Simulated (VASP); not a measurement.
# Be (Fm-3m) in VASP: further runs

Be is run at these levels: BLYP; tasks: single point.

Program: VASP 6.6.1. These are calculated values, not measurements. Logs are shortened: lines on timing, memory, paths and dates and some standing lists are left out, and cuts for length are marked.

**1. The cell of the first run**

Symmetry: Fm-3m, No. 225, cubic system. Conventional cell: a = 3.160 Å, b = 3.160 Å, c = 3.160 Å, α = 90.00°, β = 90.00°, γ = 90.00°. Within 3.0 Å of Be (site symmetry m-3m) lie 12 Be at 2.23 Å.

**2. Single point, BLYP**

Input file INCAR:

```
PREC = Accurate
ENCUT = 520
EDIFF = 1E-6
ISMEAR = -1
SIGMA = 0.1
LREAL = False
LASPH = True
NELM = 100
ALGO = Normal
ISIF = 2
LWAVE = False
LCHARG = True
GGA = B5
ALDAX = 1.0
AGGAX = 1.0
AGGAC = 1.0
ALDAC = 0.0
LELF = True
LVHAR = True
NBANDS = 7
```

Input file KPOINTS:

```
regular mesh
0
Gamma
  17 17 17
```

Input file POSCAR:

```
Be
1.0
    0.0000000000      1.5800832824      1.5800832824
    1.5800832824      0.0000000000      1.5800832824
    1.5800832824      1.5800832824      0.0000000000
Be
1
Direct
    0.0000000000      0.0000000000      0.0000000000
```

Potentials or basis: VASP PAW PBE potentials, release 64 (Be).

Command:

```
> cat potpaw_PBE.64/Be/POTCAR > POTCAR
> mpirun -np 1 vasp_std > vasp.out
```

OUTCAR:

```text
PREC = Accurate
   ENCUT = 520
   EDIFF = 1E-6
   ISMEAR = -1
   LREAL = False
   LASPH = True
   NELM = 100
   ISIF = 2
   GGA = B5

 ion  position               nearest neighbor table
   1  0.000  0.000  0.000-

  LATTYP: Found a face centered cubic cell.
 ALAT       =     3.1601665648

  Lattice vectors:

 A1 = (   0.0000000000,   1.5800832824,   1.5800832824)
 A2 = (   1.5800832824,   0.0000000000,   1.5800832824)
 A3 = (   1.5800832824,   1.5800832824,   0.0000000000)

Analysis of symmetry for initial positions (statically):
=====================================================================
 Subroutine PRICEL returns:
 Original cell was already a primitive cell.

 Routine SETGRP: Setting up the symmetry group for a
 face centered cubic supercell.

 Subroutine GETGRP returns: Found 48 space group operations
 (whereof 48 operations were pure point group operations)
 out of a pool of 48 trial point group operations.

The static configuration has the point symmetry O_h .

Analysis of symmetry for dynamics (positions and initial velocities):
=====================================================================
 Subroutine PRICEL returns:
 Original cell was already a primitive cell.

 Routine SETGRP: Setting up the symmetry group for a
 face centered cubic supercell.

 Subroutine GETGRP returns: Found 48 space group operations
 (whereof 48 operations were pure point group operations)
 out of a pool of 48 trial point group operations.

The dynamic configuration has the point symmetry O_h .

 Subroutine INISYM returns: Found 48 space group operations
 (whereof 48 operations are pure point group operations),
 and found     1 'primitive' translations

----------------------------------------------------------------------------------------

                                     Primitive cell

  volume of cell :       7.8899

  direct lattice vectors                    reciprocal lattice vectors
     0.000000000  1.580083282  1.580083282    -0.316439017  0.316439017  0.316439017
     1.580083282  0.000000000  1.580083282     0.316439017 -0.316439017  0.316439017
     1.580083282  1.580083282  0.000000000     0.316439017  0.316439017 -0.316439017

  length of vectors
     2.234575208  2.234575208  2.234575208     0.548088454  0.548088454  0.548088454

  position of ions in fractional coordinates (direct lattice)
     0.000000000  0.000000000  0.000000000

  ion indices of the primitive-cell ions
   primitive index   ion index
                 1           1

----------------------------------------------------------------------------------------

 KPOINTS: regular mesh

Automatic generation of k-mesh.
 Grid dimensions read from file:
 generate k-points for:   17   17   17

 Generating k-lattice:

  Cartesian coordinates                     Fractional coordinates (reciprocal lattice)
    -0.018614060  0.018614060  0.018614060     0.058823529  0.000000000  0.000000000
     0.018614060 -0.018614060  0.018614060     0.000000000  0.058823529  0.000000000
     0.018614060  0.018614060 -0.018614060     0.000000000  0.000000000  0.058823529

  Length of vectors
     0.032240497  0.032240497  0.032240497

  Shift w.r.t. Gamma in fractional coordinates (k-lattice)
     0.000000000  0.000000000  0.000000000

 Subroutine IBZKPT returns following result:
 ===========================================

 Found    165 irreducible k-points:

 Following reciprocal coordinates:
            Coordinates               Weight
  0.000000  0.000000  0.000000      1.000000
  0.058824  0.000000  0.000000      8.000000
  0.117647  0.000000  0.000000      8.000000
  0.176471  0.000000  0.000000      8.000000
  0.235294  0.000000  0.000000      8.000000
  0.294118  0.000000  0.000000      8.000000
[... 16 lines left out ...]
 -0.176471  0.058824  0.000000     24.000000
 -0.117647  0.058824  0.000000     24.000000
 [... further k-points ...]
   k-points           NKPTS =    165   k-points in BZ     NKDIM =    165   number of bands    NBANDS=      7
   number of dos      NEDOS =    301   number of ions     NIONS =      1
   total plane-waves  NPLWV =   5832
   dimension x,y,z NGX =    18 NGY =   18 NGZ =   18
   dimension x,y,z NGXF=    36 NGYF=   36 NGZF=   36
   ions per type =               1
   NGX,Y,Z   is equivalent  to a cutoff of  13.39, 13.39, 13.39 a.u.
   NGXF,Y,Z  is equivalent  to a cutoff of  26.78, 26.78, 26.78 a.u.
 SYSTEM =  unknown system
   PREC   = accura    normal or accurate (medium, high low for compatibility)
   ISTART =      0    job   : 0-new  1-cont  2-samecut
   ICHARG =      2    charge: 1-file 2-atom 10-const
   ISPIN  =      1    spin polarized calculation?
   LNONCOLLINEAR =      F non collinear calculations
   LSORBIT =      F    spin-orbit coupling
   LASPH  =      T    aspherical Exc in radial PAW
   ENCUT  =  520.0 eV  38.22 Ry    6.18 a.u.   4.15  4.15  4.15*2*pi/ulx,y,z
   NELM   =    100;   NELMIN=  2; NELMDL= -5     # of ELM steps
   EDIFF  = 0.1E-05   stopping-criterion for ELM
   LREAL  =      F    real-space projection
   EDIFFG = 0.1E-04   stopping-criterion for IOM
   NSW    =      0    number of steps for IOM
   IBRION =     -1    ionic relax: 0-MD 1-quasi-New 2-CG
   NFREE  =      0    steps in history (QN), initial steepest desc. (CG)
   ISIF   =      2    stress and relaxation
   ISYM   =      2    0-nonsym 1-usesym 2-fastsym
   POTIM  = 0.5000    time-step for ionic-motion
   TEBEG  =    0.0;   TEEND  =   0.0 temperature during run
   PSTRESS=    0.0 pullay stress
   NELECT =       2.0000    total number of electrons
   NUPDOWN=      -1.0000    fix difference up-down
   EMIN   =  10.00;   EMAX   =-10.00  energy-range for DOS
   EFERMI =   0.00;   METHOD = LEGACY
   ISMEAR =    -1;   SIGMA  =   0.10  broadening in eV -4-tet -1-fermi 0-gaus
   EFERMI_NEDOS =   21; number of points for ismear=-14 and -15
   IALGO  =     38    algorithm
   IMIX   =      4    mixing-type and parameters
     AMIX     =   0.40;   BMIX     =  1.00
     AMIX_MAG =   1.60;   BMIX_MAG =  1.00
  volume/ion in A,a.u.               =       7.89        53.24
  Fermi-wavevector in a.u.,A,eV,Ry     =   1.036084  1.957914 14.605439  1.073469
  Thomas-Fermi vector in A             =   2.170458
   LORBIT       =      0    0 simple, 1 ext, 2 COOP (PROOUT), +10 PAW based schemes
   GGA     = B5    functional components
   LHFCALC =     F    Hartree Fock is set to
   AEXX    =    0.0000 exact exchange contribution
   IVDW    =     0    specifies the selected vdW correction
   LEPSILON=     F    determine dielectric tensor
   LRPA    =     F    only Hartree local field effects (RPA)
 non-spin polarized calculation
  energy-cutoff  :      520.00
  volume of cell :        7.89
 maximum number of plane-waves:       222
 NGX is ok and might be reduce to    18
   NGX =  9   NGY =  9   NGZ =  9

 number of electron       2.0000000 magnetization

 Free energy of the ion-electron system (eV)
  ---------------------------------------------------
  ext. energy  EPLUGINS =         0.00000000
  ---------------------------------------------------
  free energy    TOTEN  =        -3.02126069 eV

  energy without entropy =       -3.01759987  energy(sigma->0) =       -3.01943028

 E-fermi :   7.9126     XC(G=0): -10.0841

 val. band max:        7.7870627539   @ k =  -0.3529   0.3529   0.0000
 cond. band min:       8.0129139708   @ k =  -0.2941   0.4706   0.2353
 fundamental gap:      0.2258512170
 Fermi energy:         7.9125690575

 k-point     1 :       0.0000    0.0000    0.0000
  band No.  band energies     occupation
      1      -3.8112      2.00000
      2      27.0504      0.00000
      3      27.0504      0.00000
      4      27.0504      0.00000
      5      37.1396      0.00000
      6      37.1396      0.00000
      7      37.1396      0.00000

 k-point     2 :       0.0588    0.0000    0.0000
  band No.  band energies     occupation
      1      -3.6973      2.00000
      2      26.1841      0.00000
      3      26.8643      0.00000
      4      26.8643      0.00000
      5      35.8689      0.00000
      6      37.5032      0.00000
      7      37.5032      0.00000

 k-point     3 :       0.1176    0.0000    0.0000
  band No.  band energies     occupation
      1      -3.3555      2.00000
      2      23.9000      0.00000
      3      26.3976      0.00000
      4      26.3976      0.00000
      5      35.2068      0.00000
      6      38.3670      0.00000
      7      38.3670      0.00000

 k-point     4 :       0.1765    0.0000    0.0000
  band No.  band energies     occupation
      1      -2.7862      2.00000
      2      20.9392      0.00000
      3      25.8240      0.00000
      4      25.8240      0.00000
      5      35.4628      0.00000
      6      38.8907      0.00000
      7      38.8907      0.00000

 k-point     5 :       0.2353    0.0000    0.0000
  band No.  band energies     occupation
      1      -1.9923      2.00000
      2      17.8438      0.00000
      3      25.2757      0.00000
      4      25.2757      0.00000
      5      36.2110      0.00000
      6      38.1463      0.00000
      7      38.1463      0.00000
[... 161 lines left out ...]
 k-point    22 :      -0.2353    0.0588    0.0000
  band No.  band energies     occupation
      1      -1.5749      2.00000
      2      16.8633      0.00000
      3      23.6540      0.00000
      4      25.9295      0.00000
      5      35.7153      0.00000
      6      37.1700      0.00000
      7      37.5740      0.00000

 k-point    23 :      -0.1765    0.0588    0.0000
  band No.  band energies     occupation
      1      -2.4437      2.00000
      2      19.9161      0.00000
      3      24.1397      0.00000
      4      26.4973      0.00000
      5      35.3147      0.00000
      6      38.2602      0.00000
      7      38.5695      0.00000

 k-point    24 :      -0.1176    0.0588    0.0000
  band No.  band energies     occupation
      1      -3.0892      2.00000
      2      22.9226      0.00000
      3      24.7862      0.00000
      4      26.9382      0.00000
      5      34.8116      0.00000
      6      38.1808      0.00000
      7      39.6552      0.00000

 [... further k-points ...]
[... 5 lines left out ...]
  --------------------------------------------------------------------------------------
  -------------------------------------------------------------------------------------
  Total        0.0044520      0.0044520      0.0044520      0.0000000      0.0000000      0.0000000
  in kB        0.9040486      0.9040486      0.9040486      0.0000000      0.0000000      0.0000000
  external PRESSURE =       0.9040486 kB  Pullay stress =       0.0000000 kB

 VOLUME and BASIS-vectors are now :
 -----------------------------------------------------------------------------
  energy-cutoff  :      520.00
  volume of cell :        7.89
      direct lattice vectors                 reciprocal lattice vectors
     0.000000000  1.580083282  1.580083282    -0.316439017  0.316439017  0.316439017
     1.580083282  0.000000000  1.580083282     0.316439017 -0.316439017  0.316439017
     1.580083282  1.580083282  0.000000000     0.316439017  0.316439017 -0.316439017

 POSITION                                       TOTAL-FORCE (eV/Angst)
 -----------------------------------------------------------------------------------
      0.00000      0.00000      0.00000         0.000000     -0.000000     -0.000000
 -----------------------------------------------------------------------------------
    total drift:                               -0.000000     -0.000000     -0.000000

  FREE ENERGIE OF THE ION-ELECTRON SYSTEM (eV)
  ---------------------------------------------------
  free  energy   TOTEN  =        -3.0212606880 eV

  energy  without entropy=       -3.0175998654  energy(sigma->0) =       -3.01943028
```

It took 11 s on 1 thread of AMD EPYC 7R13 (Zen 3), shared host; peak memory 0.08 GiB.

Results:

```yaml
Free_energy: -3.0213 eV
Pressure: 0.1 GPa
Band_gap_on_the_k_mesh: zero (band 1 reaches 8.01 eV, above the bottom of band 2 at 7.79 eV)
```

Caveat: the PAW data sets were made with another functional, which shifts forces and pressure a little.

**3. Single point, BLYP (volume scaled by 0.88)**

Input file INCAR:

```
PREC = Accurate
ENCUT = 520
EDIFF = 1E-6
ISMEAR = -1
SIGMA = 0.1
LREAL = F
LASPH = T
NELM = 80
ALGO = Normal
ISIF = 2
LWAVE = F
LCHARG = F
GGA = B5
ALDAX = 1.0
AGGAX = 1.0
AGGAC = 1.0
ALDAC = 0.0
NBANDS = 7
```

Input file KPOINTS:

```
Automatic mesh
0
Gamma
  19 19 19
```

Input file POSCAR:

```
Be
1.0
    0.0000000000      1.5141684830      1.5141684830
    1.5141684830      0.0000000000      1.5141684830
    1.5141684830      1.5141684830      0.0000000000
Be
1
Direct
    0.0000000000      0.0000000000      0.0000000000
```

Potentials or basis: VASP PAW PBE potentials, release 64 (Be).

Command:

```
> cat potpaw_PBE.64/Be/POTCAR > POTCAR
> mpirun -np 1 vasp_std > vasp.out
```

Wall time 14 s (1 thread of AMD EPYC 7R13 (Zen 3), shared host); peak memory 0.08 GiB.

The run converged. Its results:

* Free energy: -2.9715 eV
* Pressure: 19.0 GPa
* Band gap on the k mesh: zero (band 1 reaches 9.73 eV, above the bottom of band 2 at 9.12 eV)

Levels at points of the mesh, in eV from the Fermi level:
| k point | band 1 | band 2 | band 3 | band 4 | band 5 |
| --- | --- | --- | --- | --- | --- |
| (0.00, 0.00, 0.00) | -12.64 | 21.08 | 21.08 | 21.08 | 31.50 |

Caveat: the PAW data sets were made with another functional, which shifts forces and pressure a little.

**4. Single point, BLYP (volume scaled by 0.92)**

Input file INCAR:

```
SYSTEM = Be
  PREC = Accurate
  ENCUT = 520
  EDIFF = 1E-7
  ISMEAR = -1
  SIGMA = 0.1
  LREAL = .FALSE.
  LASPH = .TRUE.
  NELM = 80
  ALGO = Normal
  ISIF = 2
  LWAVE = .FALSE.
  LCHARG = .FALSE.
  GGA = B5
  ALDAX = 1.0
  AGGAX = 1.0
  AGGAC = 1.0
  ALDAC = 0.0
  NBANDS = 7
```

Input file KPOINTS:

```
Automatic mesh
0
G
  19 19 19
  0 0 0
```

Input file POSCAR:

```
Be
1.0
    0.0000000000      1.5367713449      1.5367713449
    1.5367713449      0.0000000000      1.5367713449
    1.5367713449      1.5367713449      0.0000000000
Be
1
Direct
    0.0000000000      0.0000000000      0.0000000000
```

Command:

```
> cat potpaw_PBE.64/Be/POTCAR > POTCAR
> mpirun -np 1 vasp_std > vasp.out
```

It took 15 s on 1 thread of AMD EPYC 7R13 (Zen 3), shared host; peak memory 0.08 GiB.

The run converged. Its results:

```yaml
Free_energy: -3.0014 eV
Pressure: 11.5 GPa
Band_gap_on_the_k_mesh: zero (band 1 reaches 9.32 eV, above the bottom of band 2 at 8.73 eV)
```

Levels at points of the mesh, in eV from the Fermi level:
| k point | band 1 | band 2 | band 3 | band 4 | band 5 | band 6 |
| --- | --- | --- | --- | --- | --- | --- |
| (0.00, 0.00, 0.00) | -12.35 | 20.35 | 20.35 | 20.35 | 30.65 | 30.65 |

Caveat: the PAW data sets were made with another functional, which shifts forces and pressure a little.

**5. Summary**

| cell | k mesh | gap on the mesh (eV) | pressure (GPa) |
| --- | --- | --- | --- |
| a = 2.235 Å, angles 60.0°, 1 atom | 17 × 17 × 17 | none | 0.1 |
| a = 2.141 Å, angles 60.0°, 1 atom | 19 × 19 × 19 | none | 19.0 |
| a = 2.173 Å, angles 60.0°, 1 atom | 19 × 19 × 19 | none | 11.5 |

Alike in all rows: task single point; level BLYP; potentials or basis VASP PAW PBE potentials, release 64 (Be); no spin polarisation; cutoff (eV) 520; smearing fermi-dirac 0.1 eV.

Caveats: the PAW data sets were made with another functional, which shifts forces and pressure a little.

Total energies depend on the potentials used, so only differences within one code and one set of settings carry meaning.
